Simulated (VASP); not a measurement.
# Si6S in VASP: notebook, part 2 of 2

VASP 6.6.1.

### Step 3. Single point, PBE, collinear spin

Contents of INCAR:

```
SYSTEM = Si6S
ALGO = Normal ; DIPOL = 0.5 0.5 0.334
EDIFF = 1E-6 ; ENCUT = 520
GGA = PE ; IDIPOL = 3
ISIF = 2 ; ISMEAR = 0
ISPIN = 2 ; LASPH = .True.
LCHARG = .False. ; LDIPOL = .True.
LORBIT = 11 ; LREAL = .False.
LWAVE = .False. ; MAGMOM = 0 0 0 0 0 0 2
NBANDS = 28 ; NELM = 150
PREC = Accurate ; SIGMA = 0.05
```

Contents of KPOINTS:

```
k-points
0
Gamma
  7 5 1
  0 0 0
```

Contents of POSCAR:

```
Si6S
1.0
    3.8675355695      0.0000000000      0.0000000000
    0.0000000000      5.4695212554      0.0000000000
    0.0000000000      0.0000000000     19.2238421361
Si S
6 1
Direct
    0.5000000000      0.0000000000      0.2080749505
    0.0000000000      0.2500000000      0.2080749505
    0.0000000000      0.5024402202      0.3062860998
    0.5000000000      0.7475597798      0.3062860998
    0.5000000000      0.0098635024      0.4017845174
    0.0000000000      0.2401364976      0.4017845174
    1.0000000000      0.3431968357      0.5056009217
```

Potentials or basis: VASP PAW PBE potentials, release 64 (Si, S).

The run is started by

```console
> cat potpaw_PBE.64/Si/POTCAR potpaw_PBE.64/S/POTCAR > POTCAR
> mpirun -np 1 vasp_std > vasp.out
```

OUTCAR:

```text
SYSTEM = Si6S
   EDIFF = 1E-6
   ENCUT = 520
   GGA = PE
   ISIF = 2
   ISMEAR = 0
   ISPIN = 2
   LASPH = .True.
   LORBIT = 11
   LREAL = .False.
   NELM = 150
   PREC = Accurate

 ion  position               nearest neighbor table
   1  0.500  0.000  0.208-   4 2.34   2 2.37   2 2.37
   2  0.000  0.250  0.208-   3 2.34   1 2.37   1 2.37
   3  0.000  0.502  0.306-   6 2.33   2 2.34   4 2.35   4 2.35
   4  0.500  0.748  0.306-   5 2.33   1 2.34   3 2.35   3 2.35
   5  0.500  0.010  0.402-   6 2.31   6 2.31   4 2.33
   6  0.000  0.240  0.402-   7 2.07   5 2.31   5 2.31   3 2.33
   7  0.000  0.343  0.506-   6 2.07

  LATTYP: Found a simple orthorhombic cell.
 ALAT       =     3.8675355695
 B/A-ratio  =     1.4142135624
 C/A-ratio  =     4.9705663440

  Lattice vectors:

 A1 = (   3.8675355695,   0.0000000000,   0.0000000000)
 A2 = (   0.0000000000,   5.4695212554,   0.0000000000)
 A3 = (   0.0000000000,   0.0000000000,  19.2238421361)

Analysis of symmetry for initial positions (statically):
=====================================================================
 Subroutine PRICEL returns:
 Original cell was already a primitive cell.

 Routine SETGRP: Setting up the symmetry group for a
 simple orthorhombic supercell.

 Subroutine GETGRP returns: Found  2 space group operations
 (whereof  2 operations were pure point group operations)
 out of a pool of  8 trial point group operations.

The static configuration has the point symmetry C_1h.

Analysis of symmetry for dynamics (positions and initial velocities):
=====================================================================
 Subroutine PRICEL returns:
 Original cell was already a primitive cell.

 Routine SETGRP: Setting up the symmetry group for a
 simple orthorhombic supercell.

 Subroutine GETGRP returns: Found  2 space group operations
[... 182 lines left out ...]
      5      -8.8045      1.00000
      6      -6.4476      1.00000
[... 349 lines left out ...]
     26       4.3425      0.00000
     27       4.4279      0.00000
 Fermi energy:        -1.7378582320

 spin component 2

 k-point     1 :       0.0000    0.0000    0.0000
  band No.  band energies     occupation
      1     -14.0621      1.00000
      2     -12.7206      1.00000
      3     -10.8621      1.00000
      4      -9.6133      1.00000
      5      -8.7283      1.00000
      6      -6.3392      1.00000
[... 349 lines left out ...]
     26       4.4203      0.00000
     27       4.5094      0.00000
 [bands above 27 left out]

------------------------ aborting loop because EDIFF is reached ----------------------------------------

 vacuum level on the upper side and lower side of the slab       (xc-potential included)         0.787        -0.785

  FORCE on cell =-STRESS in cart. coord.  units (eV):
  Direction    XX          YY          ZZ          XY          YZ          ZX
  --------------------------------------------------------------------------------------
  -------------------------------------------------------------------------------------
  Total       -0.0763696      1.8280515      0.3111585      0.0000000      0.0353355      0.0000000
  in kB       -0.3008896      7.2023661      1.2259377      0.0000000      0.1392188      0.0000000
  external PRESSURE =       2.7091380 kB  Pullay stress =       0.0000000 kB

 VOLUME and BASIS-vectors are now :
 -----------------------------------------------------------------------------
  energy-cutoff  :      520.00
  volume of cell :      406.65
      direct lattice vectors                 reciprocal lattice vectors
     3.867535570  0.000000000  0.000000000     0.258562586  0.000000000  0.000000000
     0.000000000  5.469521255  0.000000000     0.000000000  0.182831358  0.000000000
     0.000000000  0.000000000 19.223842136     0.000000000  0.000000000  0.052018738

 POSITION                                       TOTAL-FORCE (eV/Angst)
 -----------------------------------------------------------------------------------
      1.93377      0.00000      4.00000         0.000000      0.621233      0.215782
      0.00000      1.36738      4.00000         0.000000     -0.487836     -0.031373
      0.00000      2.74811      5.88800         0.000000      0.260283     -0.630427
      1.93377      4.08879      5.88800         0.000000     -0.238561      0.058416
      1.93377      0.05395      7.72384         0.000000     -0.522897     -0.577735
      0.00000      1.31343      7.72384         0.000000      0.081111      0.985827
      0.00000      1.87712      9.71959         0.000000      0.286667     -0.020490
 -----------------------------------------------------------------------------------
    total drift:                               -0.000000     -0.000043     -0.000224

  FREE ENERGIE OF THE ION-ELECTRON SYSTEM (eV)
  ---------------------------------------------------
  free  energy   TOTEN  =       -32.8579437264 eV

  energy  without entropy=      -32.8543980577  energy(sigma->0) =      -32.85617089

 vacuum level on the upper side and lower side of the slab         4.576         2.959

 total charge

# of ion       s       p       d       tot
------------------------------------------
    1        0.812   0.818   0.000   1.630
    2        0.795   0.839   0.000   1.634
    3        0.780   0.909   0.000   1.688
    4        0.773   0.910   0.000   1.683
    5        0.826   0.820   0.000   1.646
    6        0.753   0.928   0.000   1.681
    7        1.372   2.281   0.000   3.653
--------------------------------------------------
tot          6.111   7.505   0.000  13.617

 magnetization (x)

# of ion       s       p       d       tot
------------------------------------------
    1       -0.001  -0.019   0.000  -0.021
    2        0.024   0.135   0.000   0.159
    3       -0.001   0.006   0.000   0.005
    4        0.006   0.012   0.000   0.019
    5        0.008   0.019   0.000   0.027
    6        0.003   0.002   0.000   0.004
    7        0.003   0.096   0.000   0.099
--------------------------------------------------
tot          0.041   0.250   0.000   0.292
```

OSZICAR:

```text
N       E                     dE             d eps       ncg     rms          rms(c)
DAV:   1     0.139572793832E+03    0.13957E+03   -0.93056E+03  1344   0.770E+02
DAV:   2    -0.168264517889E+02   -0.15640E+03   -0.14780E+03  1904   0.140E+02
DAV:   3    -0.328661656219E+02   -0.16040E+02   -0.15600E+02  1724   0.430E+01
[... 23 lines left out ...]
DAV:  27    -0.328579180694E+02   -0.13031E-03   -0.19101E-05  1584   0.109E-02    0.408E-03
DAV:  28    -0.328579310631E+02   -0.12994E-04   -0.30600E-06  1536   0.595E-03    0.260E-03
DAV:  29    -0.328579384236E+02   -0.73605E-05   -0.13191E-06  1432   0.492E-03    0.176E-03
DAV:  30    -0.328579429836E+02   -0.45600E-05   -0.12753E-06  1484   0.426E-03    0.686E-04
DAV:  31    -0.328579437264E+02   -0.74286E-06   -0.41717E-07  1424   0.252E-03
   1 F= -.32857944E+02 E0= -.32856171E+02  d E =-.354567E-02  mag=     0.7249
```

stdout:

```text
POSCAR found type information on POSCAR SiS
 POSCAR found :  2 types and       7 ions
 scaLAPACK will be used
 LDA part: xc-table for (Slater+PW92), standard interpolation
 POSCAR, INCAR and KPOINTS ok, starting setup
 FFT: planning ... GRIDC
 FFT: planning ... GRID_SOFT
 FFT: planning ... GRID
 WAVECAR not read
 entering main loop
```

Run time: 19 min. Hardware: 1 thread of Oxide Virtual Turin-like, shared host; peak memory 0.65 GiB.

Results:

```yaml
Free_energy: -32.8579 eV
Largest_force: 0.989 eV/Å
Net_moment: 0.72 μB per cell
Site_moments: Si -0.02, +0.16, +0.01, +0.02, +0.03, +0.00; S +0.10 μB
Valence_electrons_inside_the_program's_atomic_spheres: Si 1.63, 1.69, 1.68, 1.65 (each value once); S 3.65
```

Forces on the atoms (eV/Å):
```
Si   0.000  0.621  0.216
Si   0.000 -0.488 -0.031
Si   0.000  0.260 -0.630
Si   0.000 -0.239  0.058
Si   0.000 -0.523 -0.578
Si   0.000  0.081  0.986
S    0.000  0.287 -0.020
```

Levels at points of the mesh, in eV from the Fermi level:
Spin up:
| k point | band 11 | band 12 | band 13 | band 14 | band 15 | band 16 | band 17 | band 18 | band 19 | band 20 |
| --- | --- | --- | --- | --- | --- | --- | --- | --- | --- | --- |
| (0.00, 0.00, 0.00) | -1.64 | -1.14 | -0.60 | -0.51 | 0.36 | 0.43 | 0.97 | 1.23 | 2.40 | 2.92 |
Spin down:
| k point | band 12 | band 13 | band 14 | band 15 | band 16 | band 17 | band 18 | band 19 |
| --- | --- | --- | --- | --- | --- | --- | --- | --- |
| (0.00, 0.00, 0.00) | -0.93 | -0.44 | -0.24 | 0.37 | 0.54 | 1.16 | 1.35 | 2.45 |

Caveat: a moment this small can come from the mesh or the smearing.
